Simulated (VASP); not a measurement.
## Al4Bi3Sb: single point with PBE

The system is Al4Bi3Sb.

```
Sb Al Bi
1.0
    -3.15705    3.15705    6.31448
     3.15705   -3.15705    6.31448
     3.15705    3.15705   -6.31448
Sb Al Bi
1 4 3
Cartesian
  0.0000 0.0000 0.0000
  1.6098 1.6098 4.7583
  -1.6098 1.6098 7.8707
  1.5472 1.5472 -1.5562
  1.6098 -1.6098 7.8707
  3.1570 0.0000 3.1572
  0.0000 0.0000 6.3145
  0.0000 3.1570 3.1572
```

```
Program             : VASP 6.6.1
Task                : single point
Functional          : PBE
Potentials or basis : VASP PAW PBE potentials, release 64 (Sb, Al, Bi_d)
Cutoff              : 500 eV
k mesh              : 6 × 6 × 6
Occupations         : fermi-dirac, width 0.02 eV
Spin                : no spin polarisation
```

```
Pressure               : 1.4 GPa
Largest force          : 0.028 eV/Å
Band gap on the k mesh : 0.10 eV
```

Forces in eV/Å, atoms in the order of the input:
```
Sb   0.000  0.000  0.000
Al  -0.017 -0.017 -0.015
Al   0.017 -0.017  0.015
Al   0.017  0.017 -0.015
Al  -0.017  0.017  0.015
Bi   0.000  0.000  0.000
Bi   0.000  0.000  0.000
Bi   0.000  0.000  0.000
```

Levels at points of the mesh, in eV from the valence-band top:
```
           k point  band 28  band 29  band 30  band 31  band 32  band 33  band 34  band 35
(0.00, 0.00, 0.00)    -2.17     0.00     0.00     0.00     0.10     1.05     1.38     2.94
(0.50, 0.00, 0.00)    -1.87    -1.81    -1.16    -0.96     2.50     2.50     2.58     2.65
(0.50, 0.50, 0.00)    -0.93    -0.87    -0.85    -0.80     0.60     0.76     2.13     2.20
(0.50, 0.50, 0.50)    -1.46    -1.46    -1.28    -1.28     0.94     1.14     1.39     1.39
```

It took 3.5 min on 1 thread of Intel(R) Xeon(R) 6975P-C (Granite Rapids), with other jobs on the host, peak memory 0.59 GiB.

Caveat: spin-orbit coupling is left out, which moves the levels of the heavy elements.
